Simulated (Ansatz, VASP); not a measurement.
AlCo in VASP and in Ansatz

The input INCAR:

```
SYSTEM = AlCo
PREC     = Accurate       ! precision mode
ENCUT    = 520            ! plane-wave cutoff, eV
EDIFF    = 1E-6           ! SCF threshold, eV
ISMEAR   = 0              ! smearing method
SIGMA    = 0.15           ! smearing width, eV
LREAL    = .FALSE.        ! projectors in reciprocal space
LASPH    = .TRUE.         ! aspherical terms in the spheres
NELM     = 150            ! most SCF steps
ALGO     = Fast           ! electronic algorithm
ISIF     = 2              ! what is computed and relaxed
LWAVE    = .FALSE.        ! write WAVECAR
LCHARG   = .FALSE.        ! write CHGCAR
ISPIN    = 2              ! spin polarisation
MAGMOM   = -0.01 0.16     ! initial moments
LORBIT   = 11             ! projections on sites
LMAXMIX  = 4              ! l up to which the mixer works
GGA      = PE             ! functional
NBANDS   = 17             ! bands
```

KPOINTS

```
Automatic mesh
0
G
  16 16 16
  0 0 0
```

Contents of POSCAR:

```
AlCo
1.0
    2.9321793384      0.0000000000      0.0000000000
    0.0000000000      2.9321793384      0.0000000000
    0.0000000000      0.0000000000      2.8194032100
Al Co
1 1
Direct
    0.0000000000      0.0000000000      0.0000000000
    0.5000000000      0.5000000000      0.5000000000
```

Input for Ansatz:

```yaml
crystal:
  lattice:
    - [2.9321793384, 0.0, 0.0]
    - [0.0, 2.9321793384, 0.0]
    - [0.0, 0.0, 2.81940321]
  atoms:
    - { symbol: Al, position: [0.0, 0.0, 0.0], spin: -0.01 }
    - { symbol: Co, position: [0.5, 0.5, 0.5], spin: 0.16 }
basis:
  ecutwfc: 420
kpoints:
  mp_grid: { grid: [16, 16, 16] }
hamiltonian:
  xc: pbe
scf:
  occupations: { method: gaussian, width: 0.15 }
output:
  forces: true
  stress: true
  eigenvalues: true
  populations: true
magnetization:
  spin_polarized: true
```

Change from the starting cell: strain +0.040 along x and y, +0.000 along z, atoms carried along.

Alike in both runs: task single point; functional PBE; k mesh 16 × 16 × 16; occupations gaussian, width 0.15 eV; collinear spin.

|  | VASP | Ansatz |
| --- | --- | --- |
| version | VASP 6.6.1 | Ansatz 0.2.0 |
| potentials or method | VASP PAW PBE potentials, release 64 (Al, Co), cutoff 520 eV | scalar-relativistic, plane waves, PAW |
| valence electrons in the cell | 12 | 20 |

|  | VASP | Ansatz | Ansatz less VASP |
| --- | --- | --- | --- |
| gap on the k mesh at the Fermi level (eV) | none | none | - |
| pressure (GPa) | -6.8 | -6.9 | -0.18 |
| traceless stress, the component that is largest in VASP (GPa) | 4.27 | 4.28 | +0.006 |
| net moment per atom (μB) | 0.00 | 0.00 | -0.003 |

A gap of «none» marks a metal or a gap that the smearing closes. The functional is the same, so the differences come from potentials, cutoffs and numerics. VASP's potentials hold 12 valence electrons a cell and Ansatz's 20, so a difference there can come from the potentials and not from the codes. Ansatz's warnings: seeded moment not kept.
